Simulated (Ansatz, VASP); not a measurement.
BiN: VASP beside Ansatz

```
Bi N
1.0
     0.00000    2.56992    2.56992
     2.56992    0.00000    2.56992
     2.56992    2.56992    0.00000
Bi N
1 1
Direct
  0.00000 0.00000 0.00000
  0.50000 0.50000 0.50000
```

Change from the starting cell: species swapped into the CaO type (Fm-3m, No. 225).

Alike in both runs: functional PBE; k mesh 5 × 5 × 5; occupations gaussian, width 0.15 eV; no spin polarisation.

Ansatz relaxed the structure, and its values are those at the end. VASP's run is a single point on that final structure, the one shown.

```csv
,VASP,Ansatz
version,VASP 6.6.1,Ansatz 0.2.0
potentials or method,"VASP PAW PBE potentials, release 64 (Bi_d, N), cutoff 600 eV","scalar-relativistic, plane waves, PAW"
valence electrons in the cell,20,20
```

```csv
,VASP,Ansatz,Ansatz less VASP
gap on the k mesh at the Fermi level (eV),0.93,0.93,-0.001
least direct gap on the mesh (eV),0.93,0.93,-0.001
pressure (GPa),-0.3,-0.3,+0.04
```

The k mesh is coarse, so the values compare programs but aren't converged. Neither program's run includes spin-orbit coupling.
